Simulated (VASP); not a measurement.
## WSe2: single point with r2SCAN

WSe2, a slab with vacuum:

```
W Se
1.0
     3.11550    0.00000    0.00000
    -1.55775    2.69810    0.00000
     0.00000    0.00000   17.25864
W Se
1 2
Direct
  0.00000 0.00000 0.00000
  0.33333 0.66667 0.10063
  0.33333 0.66667 0.89937
```

This cell differs from its parent crystal: biaxial strain in the a-b plane: -6.0 %, then relaxed in part.

```json
{"Program": "VASP 6.6.1", "Task": "single point", "Functional": "r2SCAN", "Potentials or basis": "VASP PAW PBE potentials, release 64 (W_sv, Se)", "Cutoff": "520 eV", "k mesh": "12 × 12 × 2", "Occupations": "gaussian, width 0.02 eV", "Spin": "no spin polarisation", "Dipole correction": "no", "Further INCAR settings": "ALGO = Normal; EDIFF = 1e-07; NBANDS = 20"}
```

```
Largest force          : 0.057 eV/Å
Band gap on the k mesh : 1.57 eV (least direct gap 2.28 eV)
```

Forces on the atoms (eV/Å):
```
W    0.000  0.000  0.000
Se   0.000  0.000  0.057
Se   0.000  0.000 -0.057
```

Levels at points of the mesh, in eV from the valence-band top:
```csv
k point,band 11,band 12,band 13,band 14,band 15,band 16
"(0.00, 0.00, 0.00)",-1.06,-0.66,-0.66,3.76,3.76,3.79
"(0.50, 0.00, 0.00)",-2.80,-1.22,-0.43,3.16,3.47,4.16
"(0.00, 0.00, 0.50)",-1.06,-0.66,-0.66,3.76,3.76,3.79
"(0.50, 0.00, 0.50)",-2.80,-1.22,-0.43,3.16,3.47,4.16
```

Run time: 14 min on 1 thread of Intel Xeon 8259CL, with other jobs on the host, peak memory 0.36 GiB.

Caveat: the cell differs from its parent crystal (biaxial strain in the a-b plane: -6.0 %, then relaxed in part); there is no dipole correction, which matters where the two faces differ; the PAW data sets were made with another functional, which shifts forces and pressure a little; spin-orbit coupling is left out, which moves the levels of the heavy elements.
